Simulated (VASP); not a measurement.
MgH16Cl2O8: single point with PBE+D3(BJ)

The system is MgH16Cl2O8.

```xyz
27
Lattice="6.7387 0.0000 0.0000 0.0000 6.7387 0.0000 0.0000 0.0000 6.7387" Properties=species:S:1:pos:R:3 pbc="T T T"
O     0.9668    0.9392    3.9072
O     5.6319   -0.5558    2.8458
O     4.4288    2.9970    0.8661
O     3.3728    4.3956    3.2427
O    -0.7812    3.5307    4.0553
O     5.7210    5.5344    7.2073
O    -0.2542    1.5616    1.2352
O     1.3963    4.4699    1.4254
H     0.4012    0.7043    4.7539
H     1.1792    1.7816    4.0886
H     6.4194    0.0316    2.9142
H     5.0184   -0.3498    3.5871
H     5.0734    2.3128    0.7332
H     3.5857    3.2462    0.2405
H     2.9321    3.7728    3.9068
H     3.1417    5.3297    3.6187
H    -0.0968    3.6775    4.7037
H    -1.5330    2.8975    4.6766
H     5.4802    4.6315    6.7481
H     5.3290    6.4223    6.7594
H     0.2220    0.8405    0.7675
H     0.0043    1.4573    2.2168
H     1.6619    4.7045    0.4817
H     2.2533    4.4239    1.9068
Mg    5.1129    4.3840    2.4009
Cl    5.0176    1.1307    5.4233
Cl    2.0315    3.5716    5.4803
```

```
Program                : VASP 6.6.1
Task                   : single point
Functional             : PBE
Dispersion             : D3(BJ)
Potentials or basis    : VASP PAW PBE potentials, release 64 (O, H, Mg, Cl)
Cutoff                 : 520 eV
k mesh                 : 1 × 1 × 1
Occupations            : fermi-dirac, width 0.05 eV
Spin                   : no spin polarisation
Dipole correction      : no
Further INCAR settings : ALGO = Normal; EDIFF = 1e-06; NBANDS = 59
```

* Pressure: -0.1 GPa
* Largest force: 6.870 eV/Å
* Band gap on the k mesh: 3.78 eV
* Dispersion energy per atom: -0.052 eV

Forces on the atoms (eV/Å):
```
O   -2.536 -6.373  0.389
O   -0.873  0.095  0.967
O   -3.262  4.109  0.591
O   -0.196  2.876  0.154
O   -3.606 -1.677  0.666
O   -1.198 -0.981 -1.363
O    0.978 -0.347  1.533
O    0.431  0.710 -0.670
H    0.838  0.457 -1.844
H    1.710  5.802  1.077
H   -0.179 -0.425  0.425
H    0.817  0.901  0.333
H    0.906 -1.865 -1.015
H    2.334 -1.565  1.037
H   -0.254  0.084  0.578
H    0.115 -2.109 -0.612
H    1.340  0.380  0.560
H    2.451  1.007 -1.758
H    0.294  2.571  0.268
H    0.440 -2.383  0.409
H   -0.255  0.380  0.239
H   -0.082  0.523 -1.643
H   -0.659 -0.462  1.160
H   -0.514 -0.091  0.005
Mg   1.407 -0.725 -1.338
Cl  -0.444 -0.397 -0.367
Cl  -0.002 -0.495  0.216
```

Stress tensor (GPa, compression positive):
```
-0.82  0.06 -0.35
 0.06  0.59  2.38
-0.35  2.38 -0.09
```

Levels at points of the mesh, in eV from the valence-band top:
```csv
k point,band 37,band 38,band 39,band 40,band 41,band 42,band 43,band 44
"(0.00, 0.00, 0.00)",-0.71,-0.61,-0.46,0.00,3.78,5.99,6.37,7.17
```

Run time: 22 s on 1 thread of Intel(R) Xeon(R) 6975P-C (Granite Rapids), on a shared host, peak memory 0.33 GiB.

Caveat: the k points lie up to 0.93 Å⁻¹ apart.
